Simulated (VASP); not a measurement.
Al11Si5C5N11: single point with r2SCAN

The system is Al11Si5C5N11.

```xyz
96
Lattice="9.4065 0.0000 0.0000 0.0000 10.9199 0.0000 0.0000 0.0000 9.9956" Properties=species:S:1:pos:R:3 pbc="T T T"
Si    1.5525    0.8596    2.5289
Si    0.0221    3.6195    2.4587
Si    9.4025    3.5819    7.4877
Si    4.7155    0.8631    2.5325
Si    3.1469    3.6112    2.4535
Si    3.1541    3.5510    7.5024
Si    6.2402    3.5998    2.4545
Si    6.2614    3.5246    7.5066
Si    7.8222    6.5954    7.6113
Si    0.0183    1.8387    0.0415
Si    3.1293    1.8436    0.0359
Si    1.5820    4.6008    9.9844
Si    6.2582    1.8263    0.0410
Si    4.7085    4.6501    9.9749
Si    7.8147    4.5676    9.9717
Al    1.5678    0.8939    7.5281
Al    4.6996    0.8557    7.5243
Al    1.5719    6.5457    2.6039
Al    1.5838    6.4406    7.5354
Al    9.3956    9.0705    2.5386
Al    9.3947    9.1422    7.3172
Al    7.8417    0.8518    2.5002
Al    7.8426    0.8953    7.5184
Al    4.6828    6.5520    2.7063
Al    4.7007    6.4423    7.3298
Al    3.1174    9.1192    2.5244
Al    3.1223    9.1566    7.4606
Al    7.8392    6.5582    2.5675
Al    6.2905    9.0891    2.5242
Al    6.2938    9.1874    7.4393
Al    9.4001    1.8252    4.9664
Al    3.1351    1.8242    4.9709
Al    1.5883    4.5649    4.9417
Al    9.3888    7.2346    4.9902
Al    9.3935    7.3167    9.9565
Al    6.2832    1.8255    4.9791
Al    4.7070    4.5301    4.9320
Al    3.0862    7.3164    4.9881
Al    3.1674    7.3082    0.0330
Al    1.5708    9.9860    4.9302
Al    1.5380    9.8351    0.0619
Al    7.8226    4.5547    4.9430
Al    6.3368    7.2894    4.9561
Al    6.2085    7.3020    0.0299
Al    4.7078    9.9733    4.9084
Al    4.7156    9.8305    0.0987
Al    7.8453   10.0138    4.8886
Al    7.8568    9.9152    0.0532
N     0.1335    1.9408    1.8740
N     0.0437    1.9332    6.9068
N     3.1387    1.8959    1.8737
N     3.1383    1.9014    6.9218
N     1.5998    4.2811    1.7702
N     1.6064    4.3279    6.9362
N     6.1411    1.9188    1.8714
N     6.2301    1.8850    6.9172
N     4.6832    4.2518    1.7680
N     4.7052    4.2569    6.9281
N     3.0867    7.3070    6.8862
N     1.6103   10.1634    6.8101
N     7.8328    4.1700    1.7495
N     7.8084    4.2265    6.8953
N     6.3788    7.2466    6.8895
N     4.6962   10.1081    6.7908
N     7.8056   10.1566    6.7876
N     1.5794    1.0621    4.2940
N     1.5902    1.2578    9.4358
N     0.0134    3.6497    4.2216
N     0.0536    3.6488    9.3850
N     4.7017    1.0407    4.3095
N     4.6692    1.2522    9.4363
N     3.1249    3.6037    4.2113
N     3.1048    3.6081    9.3962
N     1.5612    6.2820    4.4701
N     1.5988    6.1580    9.3983
N     7.8351    1.0593    4.3862
N     6.2733    3.6083    4.2094
N     6.2395    3.5993    9.3928
N     3.1428    9.1348    4.4567
N     7.8478    6.2609    4.4214
N     6.2634    9.1110    4.4805
C     0.0170    7.1690    1.8649
C     9.3368    7.1152    6.9240
C     3.1371    7.2539    1.9554
C     1.5632   10.1759    1.9669
C     6.2362    7.2095    1.9567
C     4.7018   10.1620    2.0177
C     7.8423   10.0439    1.9762
C     0.0140    9.0618    4.5028
C     0.0032    9.1336    9.2445
C     7.8484    1.1870    9.4757
C     4.6995    6.3281    4.6458
C     4.6581    6.2114    9.2799
C     3.1333    9.1468    9.3515
C     7.7965    6.1796    9.3514
C     6.2713    9.1323    9.3212
```

```json
{
  "Program": "VASP 6.6.1",
  "Task": "single point",
  "Functional": "r2SCAN",
  "Potentials or basis": "VASP PAW PBE potentials, release 64 (Si, Al, N, C)",
  "Cutoff": "520 eV",
  "k mesh": "1 × 1 × 1",
  "Occupations": "fermi-dirac, width 0.05 eV",
  "Spin": "no spin polarisation",
  "Dipole correction": "no",
  "Further INCAR settings": "LREAL = Auto; ALGO = Normal; EDIFF = 1e-07; NBANDS = 246"
}
```

```json
{"Pressure": "-1.1 GPa", "Largest force": "0.304 eV/Å"}
```

Forces on the atoms (eV/Å):
```
Si  -0.056 -0.191  0.027
Si   0.019 -0.039 -0.044
Si   0.004  0.080 -0.256
Si   0.066 -0.175  0.032
Si   0.018  0.018 -0.028
Si   0.013  0.134 -0.250
Si  -0.006 -0.045 -0.054
Si  -0.024  0.101 -0.266
Si   0.164  0.121 -0.053
Si  -0.043 -0.020 -0.062
Si  -0.005  0.038 -0.118
Si  -0.017  0.096  0.019
Si   0.027  0.055 -0.072
Si  -0.007  0.207 -0.021
Si  -0.023  0.190  0.026
Al  -0.003  0.082 -0.111
Al   0.007  0.100 -0.114
Al  -0.006  0.241 -0.111
Al  -0.054  0.015 -0.079
Al  -0.046 -0.015  0.050
Al  -0.024 -0.016 -0.105
Al   0.015 -0.098  0.055
Al  -0.006  0.031 -0.071
Al   0.037  0.287 -0.094
Al  -0.030  0.004 -0.048
Al   0.009 -0.069  0.035
Al  -0.024 -0.011 -0.119
Al  -0.002  0.260 -0.075
Al   0.111 -0.051 -0.011
Al   0.037  0.021 -0.117
Al  -0.023 -0.005 -0.050
Al  -0.014  0.036 -0.073
Al  -0.027  0.028  0.013
Al   0.002  0.008  0.017
Al  -0.038 -0.153  0.158
Al   0.040  0.000 -0.071
Al   0.004  0.102  0.064
Al   0.074 -0.101  0.030
Al   0.028 -0.168  0.108
Al  -0.072 -0.177  0.029
Al  -0.016 -0.038  0.114
Al   0.014  0.015  0.003
Al  -0.082 -0.106 -0.006
Al   0.013 -0.183  0.110
Al   0.007 -0.167  0.036
Al  -0.024 -0.058  0.097
Al   0.061 -0.156  0.042
Al   0.010  0.052  0.189
N   -0.023 -0.010  0.000
N   -0.003 -0.058  0.055
N   -0.008  0.012 -0.030
N   -0.014 -0.058  0.025
N    0.044 -0.107 -0.035
N    0.070 -0.100  0.053
N    0.009 -0.041 -0.006
N    0.000 -0.041  0.044
N   -0.028 -0.142  0.017
N    0.006 -0.174  0.052
N   -0.008 -0.035  0.020
N    0.039 -0.032  0.094
N   -0.040 -0.105 -0.020
N   -0.065 -0.201  0.043
N    0.054 -0.041  0.077
N    0.011 -0.023  0.107
N   -0.030 -0.034  0.109
N    0.032  0.058 -0.042
N    0.042  0.103  0.034
N    0.008  0.018 -0.040
N    0.022  0.004  0.043
N   -0.027  0.057 -0.042
N   -0.064  0.094  0.027
N    0.013  0.010 -0.047
N   -0.026 -0.064  0.039
N   -0.021  0.043 -0.045
N    0.005 -0.129  0.003
N   -0.018  0.094  0.002
N   -0.011  0.018 -0.039
N    0.060 -0.064  0.030
N    0.026  0.158  0.031
N    0.001  0.038 -0.030
N   -0.048  0.174  0.017
C   -0.029 -0.110  0.087
C   -0.092 -0.090  0.142
C   -0.050 -0.079  0.143
C    0.048  0.169 -0.026
C    0.058 -0.067  0.157
C   -0.027  0.178 -0.039
C   -0.048  0.006 -0.093
C   -0.001  0.162  0.038
C    0.059  0.074  0.113
C   -0.003  0.131  0.051
C    0.020  0.001 -0.045
C    0.008 -0.143  0.129
C    0.015  0.067  0.045
C    0.018 -0.069 -0.077
C   -0.090  0.067  0.057
```

Stress tensor (GPa, compression positive):
```
-0.25  0.04 -0.10
 0.04 -1.49  1.59
-0.10  1.59 -1.70
```

Levels at points of the mesh, in eV from the Fermi level:
```
           k point  band 188  band 189  band 190  band 191  band 192  band 193  band 194  band 195  band 196  band 197
(0.00, 0.00, 0.00)     -1.07     -0.86     -0.69     -0.36     -0.10      0.10      0.51      0.65      1.04      1.30
```

Wall time 19 min on 1 thread of AMD EPYC 7R13 Processor (Zen 3) (shared host), peak memory 1.1 GiB.

Caveat: the k points lie up to 0.67 Å⁻¹ apart; the PAW data sets were made with another functional, which shifts forces and pressure a little.
